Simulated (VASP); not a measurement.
Write the native input for VASP 6.6.1 that does the following.

```yaml
Task: single point
Functional: PBEsol
Dispersion: D3(BJ)
Potentials_or_basis: VASP PAW PBE potentials, release 64 (W_sv, Se)
Cutoff: 520 eV
k_mesh: 12 × 12 × 4
Occupations: gaussian, width 0.02 eV
Spin: no spin polarisation
Dipole_correction: no
Further_INCAR_settings: ALGO = Normal; EDIFF = 1e-06; NBANDS = 20
```

The structure of WSe2 lies in POSCAR:

```
WSe2
1.0
    3.1802225511      0.0000000000      0.0000000000
   -1.5901112756      2.7541535190      0.0000000000
    0.0000000000      0.0000000000      6.6128296567
W Se
1 2
Direct
    0.0000000000      0.0000000000      0.0000000000
    0.3333333333      0.6666666667      0.2553874292
    0.3333333333      0.6666666667      0.7446125708
```

The input as run:

INCAR

```
SYSTEM = WSe2
  PREC = Accurate
  ENCUT = 520
  EDIFF = 1E-6
  ISMEAR = 0
  SIGMA = 0.02
  LREAL = .False.
  LASPH = .True.
  NELM = 100
  ALGO = Normal
  ISIF = 2
  LWAVE = .False.
  LCHARG = .True.
  GGA = PS
  IVDW = 12
  LELF = .True.
  LVHAR = .True.
  NBANDS = 20
```

KPOINTS

```
Automatic mesh
0
Gamma
  12 12 4
  0 0 0
```

Potentials or basis: VASP PAW PBE potentials, release 64 (W_sv, Se).

Command:

```bash
$ cat potpaw_PBE.64/W_sv/POTCAR potpaw_PBE.64/Se/POTCAR > POTCAR
$ mpirun -np 1 vasp_std > vasp.out
```

It gave:

```json
{
  "Pressure": "5.5 GPa",
  "Largest force": "0.071 eV/Å",
  "Band gap on the k mesh": "0.93 eV, indirect (least direct gap 1.71 eV)",
  "Dispersion energy per atom": "-0.460 eV"
}
```

Caveat: the PAW data sets were made with another functional, which shifts forces and pressure a little; spin-orbit coupling is left out, which moves the levels of the heavy elements.

Wall time 68 s on 1 thread of Intel Xeon 8259CL (shared host), peak memory 0.23 GiB.
